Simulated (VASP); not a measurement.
# GaAs (F-43m) in VASP: further runs

Runs on GaAs. Level: LDA. Tasks: single point.

All numbers are computed with VASP 6.6.1; they aren't measurements. Logs are shortened: lines on timing, memory, paths and dates and some standing lists are left out, and cuts for length are marked.

## Step 1: The cell of the first run

Symmetry: F-43m, No. 216, cubic system. The conventional cell has a = 5.603 Å, b = 5.603 Å, c = 5.603 Å, α = 90.00°, β = 90.00°, γ = 90.00°. Ga (site symmetry -43m) has 4 As at 2.43 Å within 3.2 Å. As (site symmetry -43m) has 4 Ga at 2.43 Å within 3.2 Å.

## Step 2: Single point, LDA

File INCAR:

```
PREC = Accurate
ENCUT = 520
EDIFF = 1E-6
ISMEAR = 0
SIGMA = 0.1
LREAL = False
LASPH = True
NELM = 80
ALGO = Normal
ISIF = 2
LWAVE = False
LCHARG = False
GGA = CA
NBANDS = 16
```

File KPOINTS:

```
regular mesh
0
Gamma
  12 12 12
```

File POSCAR:

```
GaAs
1.0
    0.0000000000      2.8016907857      2.8016907857
    2.8016907857      0.0000000000      2.8016907857
    2.8016907857      2.8016907857      0.0000000000
Ga As
1 1
Direct
    0.0000000000      0.0000000000      0.0000000000
    0.7500000000      0.7500000000      0.7500000000
```

Potentials or basis: VASP PAW LDA potentials, release 64 (Ga_d, As).

On the command line:

```console
$ cat potpaw_LDA.64/Ga_d/POTCAR potpaw_LDA.64/As/POTCAR > POTCAR
$ mpirun -np 1 vasp_std > vasp.out
```

OUTCAR:

```text
PREC = Accurate
   ENCUT = 520
   EDIFF = 1E-6
   ISMEAR = 0
   LREAL = False
   LASPH = True
   NELM = 80
   ISIF = 2
   GGA = CA

 ion  position               nearest neighbor table
   1  0.000  0.000  0.000-   2 2.43   2 2.43   2 2.43   2 2.43
   2  0.750  0.750  0.750-   1 2.43   1 2.43   1 2.43   1 2.43

  LATTYP: Found a face centered cubic cell.
 ALAT       =     5.6033815714

  Lattice vectors:

 A1 = (   0.0000000000,   2.8016907857,   2.8016907857)
 A2 = (   2.8016907857,   0.0000000000,   2.8016907857)
 A3 = (   2.8016907857,   2.8016907857,   0.0000000000)

Analysis of symmetry for initial positions (statically):
=====================================================================
 Subroutine PRICEL returns:
 Original cell was already a primitive cell.

 Routine SETGRP: Setting up the symmetry group for a
 face centered cubic supercell.

 Subroutine GETGRP returns: Found 24 space group operations
 (whereof 24 operations were pure point group operations)
 out of a pool of 48 trial point group operations.

The static configuration has the point symmetry T_d .

Analysis of symmetry for dynamics (positions and initial velocities):
=====================================================================
 Subroutine PRICEL returns:
 Original cell was already a primitive cell.

 Routine SETGRP: Setting up the symmetry group for a
 face centered cubic supercell.

 Subroutine GETGRP returns: Found 24 space group operations
 (whereof 24 operations were pure point group operations)
 out of a pool of 48 trial point group operations.

The dynamic configuration has the point symmetry T_d .

 Subroutine INISYM returns: Found 24 space group operations
 (whereof 24 operations are pure point group operations),
 and found     1 'primitive' translations

----------------------------------------------------------------------------------------

                                     Primitive cell

  volume of cell :      43.9836

  direct lattice vectors                    reciprocal lattice vectors
     0.000000000  2.801690786  2.801690786    -0.178463663  0.178463663  0.178463663
     2.801690786  0.000000000  2.801690786     0.178463663 -0.178463663  0.178463663
     2.801690786  2.801690786  0.000000000     0.178463663  0.178463663 -0.178463663

  length of vectors
     3.962189107  3.962189107  3.962189107     0.309108131  0.309108131  0.309108131

  position of ions in fractional coordinates (direct lattice)
     0.000000000  0.000000000  0.000000000
     0.750000000  0.750000000  0.750000000
[... 72 lines left out ...]
   LNONCOLLINEAR =      F non collinear calculations
   LSORBIT =      F    spin-orbit coupling
   LASPH  =      T    aspherical Exc in radial PAW
   ENCUT  =  520.0 eV  38.22 Ry    6.18 a.u.   7.37  7.37  7.37*2*pi/ulx,y,z
   NELM   =     80;   NELMIN=  2; NELMDL= -5     # of ELM steps
   EDIFF  = 0.1E-05   stopping-criterion for ELM
   LREAL  =      F    real-space projection
   EDIFFG = 0.1E-04   stopping-criterion for IOM
   NSW    =      0    number of steps for IOM
   IBRION =     -1    ionic relax: 0-MD 1-quasi-New 2-CG
   NFREE  =      0    steps in history (QN), initial steepest desc. (CG)
   ISIF   =      2    stress and relaxation
   ISYM   =      2    0-nonsym 1-usesym 2-fastsym
   POTIM  = 0.5000    time-step for ionic-motion
   TEBEG  =    0.0;   TEEND  =   0.0 temperature during run
   PSTRESS=    0.0 pullay stress
   NELECT =      18.0000    total number of electrons
   NUPDOWN=      -1.0000    fix difference up-down
   EMIN   =  10.00;   EMAX   =-10.00  energy-range for DOS
   EFERMI =   0.00;   METHOD = LEGACY
   ISMEAR =     0;   SIGMA  =   0.10  broadening in eV -4-tet -1-fermi 0-gaus
   EFERMI_NEDOS =   21; number of points for ismear=-14 and -15
   IALGO  =     38    algorithm
   IMIX   =      4    mixing-type and parameters
     AMIX     =   0.40;   BMIX     =  1.00
     AMIX_MAG =   1.60;   BMIX_MAG =  1.00
  volume/ion in A,a.u.               =      21.99       148.41
  Fermi-wavevector in a.u.,A,eV,Ry     =   1.215445  2.296859 20.099990  1.477308
  Thomas-Fermi vector in A             =   2.350832
   LORBIT       =      0    0 simple, 1 ext, 2 COOP (PROOUT), +10 PAW based schemes
   GGA     = CA    functional components
   LHFCALC =     F    Hartree Fock is set to
   AEXX    =    0.0000 exact exchange contribution
   IVDW    =     0    specifies the selected vdW correction
   LEPSILON=     F    determine dielectric tensor
   LRPA    =     F    only Hartree local field effects (RPA)
 non-spin polarized calculation
 Gauss-broadening in eV      SIGMA  =   0.10
  energy-cutoff  :      520.00
  volume of cell :       43.98
 maximum number of plane-waves:      1243
 NGX is ok and might be reduce to    30

 number of electron      18.0000013 magnetization

 Free energy of the ion-electron system (eV)
  ---------------------------------------------------
  ext. energy  EPLUGINS =         0.00000000
  ---------------------------------------------------
  free energy    TOTEN  =        -9.64202535 eV

  energy without entropy =       -9.64202526  energy(sigma->0) =       -9.64202531

 E-fermi :   4.3369     XC(G=0): -10.0314

 val. band max:        4.0595173794   @ k =   0.0000   0.0000   0.0000
 cond. band min:       4.5949214127   @ k =   0.0000   0.0000   0.0000
 fundamental gap:      0.5354040332
 Fermi energy:         4.3368974158

 k-point     1 :       0.0000    0.0000    0.0000
  band No.  band energies     occupation
      1     -10.9184      2.00000
      2     -10.9184      2.00000
      3     -10.9184      2.00000
      4     -10.8335      2.00000
      5     -10.8335      2.00000
      6      -8.9002      2.00000
[... 433 lines left out ...]
      3     -10.8896      2.00000
      4     -10.8345      2.00000
      5     -10.8306      2.00000
      6      -6.8559      2.00000
[... 8 lines left out ...]
     15      14.4883      0.00000
     16      15.1638      0.00000

 [... further k-points ...]
[... 5 lines left out ...]
  --------------------------------------------------------------------------------------
  -------------------------------------------------------------------------------------
  Total        0.0866756      0.0866756      0.0866756      0.0000000      0.0000000     -0.0000000
  in kB        3.1573077      3.1573077      3.1573077      0.0000000      0.0000000     -0.0000000
  external PRESSURE =       3.1573077 kB  Pullay stress =       0.0000000 kB

 VOLUME and BASIS-vectors are now :
 -----------------------------------------------------------------------------
  energy-cutoff  :      520.00
  volume of cell :       43.98
      direct lattice vectors                 reciprocal lattice vectors
     0.000000000  2.801690786  2.801690786    -0.178463663  0.178463663  0.178463663
     2.801690786  0.000000000  2.801690786     0.178463663 -0.178463663  0.178463663
     2.801690786  2.801690786  0.000000000     0.178463663  0.178463663 -0.178463663

 POSITION                                       TOTAL-FORCE (eV/Angst)
 -----------------------------------------------------------------------------------
      0.00000      0.00000      0.00000        -0.000000     -0.000000     -0.000000
      4.20254      4.20254      4.20254         0.000000      0.000000      0.000000
 -----------------------------------------------------------------------------------
    total drift:                                0.000000      0.000000      0.000000

  FREE ENERGIE OF THE ION-ELECTRON SYSTEM (eV)
  ---------------------------------------------------
  free  energy   TOTEN  =        -9.6420253489 eV

  energy  without entropy=       -9.6420252622  energy(sigma->0) =       -9.64202531
```

OSZICAR:

```text
N       E                     dE             d eps       ncg     rms          rms(c)
DAV:   1     0.841240040119E+02    0.84124E+02   -0.89340E+03  2344   0.154E+03
DAV:   2    -0.313681443222E+01   -0.87261E+02   -0.83122E+02  2656   0.315E+02
DAV:   3    -0.977348627285E+01   -0.66367E+01   -0.66153E+01  2824   0.670E+01
DAV:   4    -0.987518924278E+01   -0.10170E+00   -0.10169E+00  2840   0.923E+00
DAV:   5    -0.987671723839E+01   -0.15280E-02   -0.15280E-02  2952   0.100E+00    0.308E+00
DAV:   6    -0.968789994077E+01    0.18882E+00   -0.21758E-01  3592   0.833E+00    0.180E+00
DAV:   7    -0.964523761596E+01    0.42662E-01   -0.65306E-02  3280   0.191E+00    0.523E-01
DAV:   8    -0.964204719848E+01    0.31904E-02   -0.90297E-03  2816   0.104E+00    0.112E-01
DAV:   9    -0.964201537730E+01    0.31821E-04   -0.67982E-04  2848   0.319E-01    0.404E-02
DAV:  10    -0.964202066851E+01   -0.52912E-05   -0.42267E-05  3512   0.713E-02    0.212E-02
DAV:  11    -0.964202549476E+01   -0.48263E-05   -0.70628E-06  2680   0.406E-02    0.280E-03
DAV:  12    -0.964202534892E+01    0.14585E-06   -0.49220E-07  1848   0.110E-02
   1 F= -.96420253E+01 E0= -.96420253E+01  d E =-.866780E-07
```

stdout:

```text
POSCAR found type information on POSCAR GaAs
 POSCAR found :  2 types and       2 ions
 scaLAPACK will be used
 LDA part: xc-table for (Slater(with rela. corr.)+CA(PZ))
 , standard interpolation
 POSCAR, INCAR and KPOINTS ok, starting setup
 FFT: planning ... GRIDC
 FFT: planning ... GRID_SOFT
 FFT: planning ... GRID
 WAVECAR not read
 entering main loop
```

Run time: 20 s. Hardware: 1 thread of Intel Xeon 6975P-C (Granite Rapids), shared host; peak memory 0.18 GiB.

Results:

```yaml
Free_energy: -9.6420 eV
Pressure: 0.3 GPa
Band_gap_on_the_k_mesh: 0.54 eV, direct
```

## Step 3: Single point, LDA

This run uses another cell than the first one: it holds 16 atoms, not 2.

File INCAR:

```
  PREC = Accurate
  ENCUT = 520
  EDIFF = 1E-6
  ISMEAR = 0
  SIGMA = 0.02
  LREAL = Auto
  LASPH = T
  NELM = 80
  ALGO = Normal
  ISIF = 2
  LWAVE = F
  LCHARG = F
  NBANDS = 86
```

File KPOINTS:

```
Automatic mesh
0
Gamma
  3 3 3
```

File POSCAR:

```
GaAs
1.0
    0.0000000000      5.6033815714     -5.6033815714
    5.6033815714      5.6033815714      0.0000000000
    5.6033815714      0.0000000000     -5.6033815714
Ga As
8 8
Direct
    0.5000000000      0.0000000000      0.5000000000
    0.5000000000      0.5000000000      0.5000000000
    0.0000000000      0.0000000000      0.5000000000
    0.0000000000      0.5000000000      0.5000000000
    0.5000000000      0.0000000000      0.0000000000
    0.5000000000      0.5000000000      0.0000000000
    0.0000000000      0.0000000000      0.0000000000
    0.0000000000      0.5000000000      0.0000000000
    0.1250000000      0.1250000000      0.1250000000
    0.1250000000      0.6250000000      0.1250000000
    0.6250000000      0.1250000000      0.1250000000
    0.6250000000      0.6250000000      0.1250000000
    0.1250000000      0.1250000000      0.6250000000
    0.1250000000      0.6250000000      0.6250000000
    0.6250000000      0.1250000000      0.6250000000
    0.6250000000      0.6250000000      0.6250000000
```

Potentials or basis: VASP PAW LDA potentials, release 64 (Ga_d, As).

On the command line:

```console
$ cat potpaw_LDA.64/Ga_d/POTCAR potpaw_LDA.64/As/POTCAR > POTCAR
$ mpirun -np 1 vasp_std > vasp.out
```

It took 95 s on 1 thread of Intel Xeon 6975P-C (Granite Rapids), shared host; peak memory 0.4 GiB.

Results (log left out):

| Property | Result |
| --- | --- |
| Free energy | -76.9268 eV |
| Pressure | 0.2 GPa |
| Band gap on the k mesh | 0.53 eV |

Levels at points of the mesh, in eV from the valence-band top:
| k point | band 69 | band 70 | band 71 | band 72 | band 73 | band 74 | band 75 | band 76 |
| --- | --- | --- | --- | --- | --- | --- | --- | --- |
| (0.00, 0.00, 0.00) | -1.19 | 0.00 | 0.00 | 0.00 | 0.53 | 0.93 | 0.93 | 0.93 |

LDA gaps usually lie below the measured ones, often by a third to a half.
